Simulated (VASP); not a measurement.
Wanted: the native input for a VASP 6.6.1 run.

```yaml
Task: single point
Functional: r2SCAN
Dispersion: rVV10
Potentials_or_basis: VASP PAW PBE potentials, release 64 (Ca_sv)
Cutoff: 520 eV
k_mesh: 8 × 8 × 8
Occupations: fermi-dirac, width 0.05 eV
Spin: no spin polarisation
Dipole_correction: no
Further_INCAR_settings: ALGO = Normal; EDIFF = 1e-06; NBANDS = 11
```

Crystal: Ca.

```
CELL_PARAMETERS angstrom
0.00000 2.86681 2.86681
2.86681 0.00000 2.86681
2.86681 2.86681 0.00000
ATOMIC_POSITIONS crystal
Ca 0.00000 0.00000 0.00000
```

The input as run:

POSCAR

```
Ca
1.0
    0.0000000000      2.8668088741      2.8668088741
    2.8668088741      0.0000000000      2.8668088741
    2.8668088741      2.8668088741      0.0000000000
Ca
1
Direct
    0.0000000000      0.0000000000      0.0000000000
```

INCAR.step1

```
PREC = Accurate
ENCUT = 520
ISMEAR = -1
SIGMA = 0.05
LREAL = F
LASPH = T
NELM = 60
NBANDS = 11
GGA = PE
ALGO = Normal
EDIFF = 1E-4
LWAVE = T
LCHARG = F
```

INCAR.step2

```
PREC = Accurate
ENCUT = 520
EDIFF = 1E-6
ISMEAR = -1
SIGMA = 0.05
LREAL = F
LASPH = T
NELM = 60
ALGO = Normal
ISIF = 2
LWAVE = F
LCHARG = F
METAGGA = R2SCAN
LMIXTAU = T
LUSE_VDW = T
IVDW_NL = 2
BPARAM = 11.95
CPARAM = 0.0093
NBANDS = 11
ISTART = 1
```

KPOINTS

```
regular mesh
0
Gamma
  8 8 8
```

Potentials or basis: VASP PAW PBE potentials, release 64 (Ca_sv).

The run is started by

```console
$ cat potpaw_PBE.64/Ca_sv/POTCAR > POTCAR
$ cp INCAR.step1 INCAR
$ mpirun -np 1 vasp_std > vasp.out
$ cp INCAR.step2 INCAR
$ mpirun -np 1 vasp_std > vasp.out
```

It gave:

| Quantity | Value |
| --- | --- |
| Pressure | -1.5 GPa |
| Band gap on the k mesh | zero (bands 5 and 6 overlap by 0.68 eV) |

Caveat: the PAW data sets were made with another functional, which shifts forces and pressure a little.

Wall time 2.9 min on 1 thread of Intel Xeon 8259CL, with other jobs on the host, peak memory 0.29 GiB.
